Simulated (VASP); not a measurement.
Input of a VASP 6.6.1 run:

File INCAR:

```
SYSTEM = CoSn3
PREC = Accurate
ENCUT = 520
EDIFF = 1E-7
ISMEAR = 0
SIGMA = 0.1
LREAL = Auto
LASPH = .TRUE.
NELM = 80
ALGO = Fast
ISIF = 2
LWAVE = .FALSE.
LCHARG = .FALSE.
GGA = PS
NBANDS = 116
KPAR = 4
```

KPOINTS

```
Automatic mesh
0
G
  6 6 6
  0 0 0
```

File POSCAR:

```
CoSn3
1.0
    8.0861768358     -3.0049460984      0.0000000000
    8.0861768358      3.0049460984      0.0000000000
    0.0000000000      0.0000000000      6.0407269907
Co Sn
4 12
Direct
    0.4189106775      0.4189106775      0.0000000000
    0.9189106775      0.9189106775      0.5000000000
    0.5810893225      0.5810893225      0.0000000000
    0.0810893225      0.0810893225      0.5000000000
    0.8362701405      0.1637298595      0.1638593644
    0.3362701405      0.6637298595      0.3361406356
    0.6637298595      0.3362701405      0.6638593644
    0.1637298595      0.8362701405      0.8361406356
    0.0120582607      0.6545088337      0.1756621749
    0.5120582607      0.1545088337      0.3243378251
    0.1545088337      0.5120582607      0.6756621749
    0.6545088337      0.0120582607      0.8243378251
    0.3454911663      0.9879417393      0.1756621749
    0.8454911663      0.4879417393      0.3243378251
    0.4879417393      0.8454911663      0.6756621749
    0.9879417393      0.3454911663      0.8243378251
```

Potentials or basis: VASP PAW PBE potentials, release 64 (Co, Sn_d).

Launch:

```sh
$ cat potpaw_PBE.64/Co/POTCAR potpaw_PBE.64/Sn_d/POTCAR > POTCAR
$ mpirun -np 4 vasp_std > vasp.out
```

Q: Estimate the band gap on the k mesh.

A: Zero (bands 102 and 103 overlap by 0.60 eV).

Q: What does it give for the pressure?

A: 10.7 GPa.

Q: Estimate the largest force.

A: 0.016 eV/Å.

Stress tensor (GPa, compression positive):
```
10.76  0.00  0.00
 0.00 10.65  0.00
 0.00  0.00 10.62
```

Caveat: the cell stands under pressure; the PAW data sets were made with another functional, which shifts forces and pressure a little; spin-orbit coupling is left out, which moves the levels of the heavy elements; the run has no spin polarisation, though such a crystal can be magnetic. Spin polarisation is off, so any magnetic state and its effect on volume and gap are missing.
